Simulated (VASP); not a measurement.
Crystal: Zn.

```
CELL_PARAMETERS angstrom
-1.58968 1.58968 1.58968
1.58968 -1.58968 1.58968
1.58968 1.58968 -1.58968
ATOMIC_POSITIONS crystal
Zn 0.00000 0.00000 0.00000
```

Base run:

| Quantity | Value |
| --- | --- |
| Program | VASP 6.6.1 |
| Functional | PBEsol |
| Potentials or basis | VASP PAW PBE potentials, release 64 (Zn) |
| Cutoff | 520 eV |
| k mesh | 12 × 12 × 12 |
| Occupations | fermi-dirac, width 0.05 eV |
| Spin | no spin polarisation |

Its results: band gap on the k mesh zero (band 6 reaches 6.74 eV, above the bottom of band 7 at 1.57 eV); pressure -6.6 GPa.

**Question.** The run is repeated on the same cell with these changes: functional from PBEsol to LDA; potentials or basis from VASP PAW PBE potentials, release 64 (Zn) to VASP PAW LDA potentials, release 64 (Zn). What comes out?

**Answer.** Band gap on the k mesh zero (band 6 reaches 6.64 eV, above the bottom of band 7 at 1.45 eV); pressure -9.4 GPa.

Caveats: the PAW data sets were made with another functional, which shifts forces and pressure a little (some runs).
